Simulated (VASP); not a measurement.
Input of a VASP 6.6.1 run:

POSCAR

```
SrO
1.0
    0.0000000000      2.5663000000      2.5663000000
    2.5663000000      0.0000000000      2.5663000000
    2.5663000000      2.5663000000      0.0000000000
Sr O
1 1
Direct
    0.5000000000      0.5000000000      0.5000000000
    0.0000000000      0.0000000000      0.0000000000
```

Contents of INCAR.step1:

```
SYSTEM = SrO
PREC = Accurate ; ENCUT = 660
ISMEAR = 0 ; SIGMA = 0.01
LREAL = .FALSE. ; LASPH = .TRUE.
NELM = 120 ; NBANDS = 15
GGA = PE ; ALGO = Normal
EDIFF = 1E-5 ; LWAVE = .TRUE.
LCHARG = .FALSE. ; GGA_COMPAT = .FALSE.
```

The input INCAR.step2:

```
SYSTEM = SrO
PREC = Accurate ; ENCUT = 660
EDIFF = 1E-6 ; ISMEAR = 0
SIGMA = 0.01 ; LREAL = .FALSE.
LASPH = .TRUE. ; NELM = 120
ALGO = Normal ; ISIF = 2
LWAVE = .FALSE. ; LCHARG = .TRUE.
METAGGA = R2SCAN ; LMIXTAU = .TRUE.
LELF = .TRUE. ; LVHAR = .TRUE.
NBANDS = 15 ; ISTART = 1
GGA_COMPAT = .FALSE.
```

File KPOINTS:

```
regular mesh
0
G
  7 7 7
  0 0 0
```

Potentials or basis: VASP PAW PBE potentials, release 64 (Sr_sv, O).

Run with:

```console
$ cat potpaw_PBE.64/Sr_sv/POTCAR potpaw_PBE.64/O/POTCAR > POTCAR
$ cp INCAR.step1 INCAR
$ mpirun -np 1 vasp_std > vasp.out
$ cp INCAR.step2 INCAR
$ mpirun -np 1 vasp_std > vasp.out
```

What does it give for the band gap on the k mesh?

3.84 eV, indirect (least direct gap 3.94 eV).

Predict the pressure.

2.0 GPa.

Caveat: the PAW data sets were made with another functional, which shifts forces and pressure a little. r2SCAN opens gaps a little over a GGA but as a rule still falls short of measured ones.
